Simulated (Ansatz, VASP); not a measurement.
**Hg: VASP beside Ansatz**

```
Hg
1.0
     3.05662    0.00000    0.00000
    -1.52831    2.64711    0.00000
     0.00000    0.00000   10.21363
Hg
4
Direct
  0.00000 0.00000 0.00000
  0.00000 0.00000 0.50000
  0.33333 0.66667 0.25000
  0.66667 0.33333 0.75000
```

Alike in both runs: task single point; functional PBEsol; k mesh 13 × 13 × 4; occupations fermi-dirac, width 0.1 eV; no spin polarisation.

|  | VASP | Ansatz |
| --- | --- | --- |
| version | VASP 6.6.1 | Ansatz 0.2.0 |
| potentials or method | VASP PAW PBE potentials, release 64 (Hg), cutoff 520 eV | plane waves (420 eV) with PAW, scalar-relativistic |
| valence electrons in the cell | 48 | 80 |

```tsv
	VASP	Ansatz	Ansatz less VASP
pressure (GPa)	8.1	7.4	-0.71
traceless stress, the component that is largest in VASP (GPa)	-0.43	-0.38	+0.052
```

VASP's potentials were made for PBE, not for PBEsol, and Ansatz warns of the same on its side. VASP's potentials hold 48 valence electrons a cell and Ansatz's 80, so a difference there can come from the potentials and not from the codes.

Neither program's run includes spin-orbit coupling.
